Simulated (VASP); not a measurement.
Set up this calculation in VASP 6.6.1, as the native input.

| Property | Result |
| --- | --- |
| Task | single point |
| Functional | PBE |
| Dispersion | D3(BJ) |
| Potentials or basis | VASP PAW PBE potentials, release 64 (O, H, Li_sv, Cl) |
| Cutoff | 520 eV |
| k mesh | 1 × 1 × 1 |
| Occupations | fermi-dirac, width 0.05 eV |
| Spin | no spin polarisation |
| Dipole correction | no |
| Further INCAR settings | LREAL = Auto; ALGO = Normal; EDIFF = 1e-06; NBANDS = 56 |

The structure of LiH16ClO8 lies in POSCAR:

```
LiH16ClO8
1.0
    6.7853200000      0.0000000000      0.0000000000
    0.0000000000      6.7853200000      0.0000000000
    0.0000000000      0.0000000000      6.7853200000
O H Li Cl
8 16 1 1
Direct
    0.8846156113      0.1237082407      0.6857008955
    0.3315982150      0.3450242583      0.9586135952
    0.6896948117      0.9187333832      0.1435599205
    0.8540201494      0.3375964582      1.0391845926
   -0.1564701444      0.6201181374      0.5549038218
    0.5339026015      0.4020886266      0.3190564336
    0.3198080562      0.7925934223      0.3865108794
    0.0328355921      0.3039060796      0.3695035754
    0.9693426397      0.1608472408      0.5765977139
    0.9647739532      0.0187758278      0.7451380333
    0.2260468187      0.4470238692      0.9521142702
    0.3986252675      0.3628126603      0.8309556513
    0.8054004822      0.8610352938      0.0628710216
    0.5870025290      0.8891253471      0.0530409767
    0.9036272423      0.3856855683      0.9146068277
    0.8148620846      0.2025696651      1.0290155807
   -0.0731284597      0.5037934836      0.5113833983
   -0.1251820106      0.6304050509      0.6901369427
    0.4920475379      0.4030613147      0.1753933492
    0.6311419358      0.2907600526      0.3255704963
    0.2677839807      0.7859319826      0.2500987426
    0.1913984897      0.7786957726      0.4571339303
    0.1649295833      0.2675629152      0.3278253642
   -0.0439036037      0.3315687396      0.2443215648
    0.6173032370      0.6626806105      0.3877193706
    0.0989636450      0.7584461750      0.9541775480
```

These files were run (other wordings do the same):

INCAR

```
ALGO     = Normal         # electronic algorithm
EDIFF    = 1E-6           # SCF threshold, eV
ENCUT    = 520            # plane-wave cutoff, eV
GGA      = PE             # functional
ISIF     = 2              # what is computed and relaxed
ISMEAR   = -1             # smearing method
IVDW     = 12             # dispersion correction
LASPH    = T              # aspherical terms in the spheres
LCHARG   = F              # write CHGCAR
LREAL    = Auto         
LWAVE    = F              # write WAVECAR
NBANDS   = 56             # bands
NELM     = 60             # most SCF steps
PREC     = Accurate       # precision mode
SIGMA    = 0.05           # smearing width, eV
```

KPOINTS

```
k-points
0
Gamma
  1 1 1
```

Potentials or basis: VASP PAW PBE potentials, release 64 (O, H, Li_sv, Cl).

The run is started by

```sh
$ cat potpaw_PBE.64/O/POTCAR potpaw_PBE.64/H/POTCAR potpaw_PBE.64/Li_sv/POTCAR potpaw_PBE.64/Cl/POTCAR > POTCAR
$ mpirun -np 1 vasp_gam > vasp.out
```

Results of the run:

| Item | Value |
| --- | --- |
| Largest force | 2.287 eV/Å |
| Band gap on the k mesh | 4.24 eV |
| Dispersion energy per atom | -0.039 eV |

Caveat: the k points lie up to 0.93 Å⁻¹ apart.

Run time: 42 s on 1 thread of Intel Xeon 6975P-C (shared host), peak memory 0.33 GiB.
